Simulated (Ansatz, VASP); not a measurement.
**AlAu2 in VASP and in Ansatz**

Contents of INCAR:

```
SYSTEM = AlAu2
ALGO = Fast
EDIFF = 1E-6
ENCUT = 520
GGA = CA
ISIF = 2
ISMEAR = 0
LASPH = .True.
LCHARG = .False.
LREAL = .False.
LWAVE = .False.
NBANDS = 20
NELM = 100
PREC = Accurate
SIGMA = 0.15
```

Contents of KPOINTS:

```
k-points
0
Gamma
  16 16 16
  0 0 0
```

Contents of POSCAR:

```
AlAu2
1.0
   -1.6358000000      1.6358000000      4.3287266251
    1.6358000000     -1.6358000000      4.3287266251
    1.6358000000      1.6358000000     -4.3287266251
Al Au
1 2
Direct
    0.0000000000      0.0000000000      0.0000000000
    0.6570428093      0.6570428093      0.0000000000
    0.3429571907      0.3429571907      0.0000000000
```

Input for Ansatz:

```yaml
crystal:
  lattice:
    - [-1.6358, 1.6358, 4.3287266251]
    - [1.6358, -1.6358, 4.3287266251]
    - [1.6358, 1.6358, -4.3287266251]
  atoms:
    - { symbol: Al, position: [0.0, 0.0, 0.0] }
    - { symbol: Au, position: [0.6570428093, 0.6570428093, 0.0] }
    - { symbol: Au, position: [0.3429571907, 0.3429571907, 0.0] }
basis:
  ecutwfc: 420
kpoints:
  mp_grid: { grid: [16, 16, 16] }
hamiltonian:
  xc: lda
scf:
  occupations: { method: gaussian, width: 0.15 }
output:
  forces: true
  stress: true
  eigenvalues: true
```

Alike in both runs: task single point; functional LDA; k mesh 16 × 16 × 16; occupations gaussian, width 0.15 eV; no spin polarisation.

```csv
,VASP,Ansatz
version,VASP 6.6.1,Ansatz 0.2.0
potentials or method,"VASP PAW LDA potentials, release 64 (Al, Au), cutoff 520 eV","scalar-relativistic, plane waves, PAW"
valence electrons in the cell,25,41
```

```csv
,VASP,Ansatz,Ansatz less VASP
gap on the k mesh at the Fermi level (eV),none,none,-
pressure (GPa),3.8,3.4,-0.40
"traceless stress, the component that is largest in VASP (GPa)",-0.14,-0.25,-0.118
rms of the force components (eV/Å),0.032,0.038,+0.0066
```

LDA's correlation is that of Perdew and Zunger in VASP and of Perdew and Wang (1992) in Ansatz. Atom by atom the forces differ by 0.007 eV/Å (rms over components). A gap of «none» marks a metal or a gap that the smearing closes. VASP's potentials hold 25 valence electrons a cell and Ansatz's 41, so a difference there can come from the potentials and not from the codes.

Neither program's run includes spin-orbit coupling.
